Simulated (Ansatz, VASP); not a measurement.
# One calculation of Sn, two programs

```
Sn
1.0
     0.00000    3.23334    3.23334
     3.23334    0.00000    3.23334
     3.23334    3.23334    0.00000
Sn
2
Direct
  0.86500 0.04500 0.04500
  0.38500 0.20500 0.20500
```

Change from the starting cell: shortest bond scaled by 0.64, PAW files.

Alike in both runs: task single point; functional PBEsol; k mesh 8 × 8 × 8; occupations fermi-dirac, width 0.05 eV; no spin polarisation.

|  | VASP | Ansatz |
| --- | --- | --- |
| version | VASP 6.6.1 | Ansatz 0.2.0 |
| potentials or method | VASP PAW PBE potentials, release 64 (Sn_d) | PAW with Ansatz's default frozen-core files, scalar-relativistic |
| plane-wave cutoff (eV) | 520 | 420 |
| valence electrons in the cell | 28 | 28 |

|  | VASP | Ansatz | Ansatz less VASP |
| --- | --- | --- | --- |
| pressure (GPa) | 57.1 | 59.7 | +2.56 |
| traceless stress, the component that is largest in VASP (GPa) | -60.78 | -63.50 | -2.720 |
| rms of the force components (eV/Å) | 25.276 | 26.469 | +1.1935 |

VASP's potentials were made for PBE, not for PBEsol. Atom by atom the forces differ by 1.193 eV/Å (rms over components). Both programs put the cell under a high pressure, so it lies far from rest at this level. With one functional, cell and mesh, what is left measures potentials, basis and numerics.
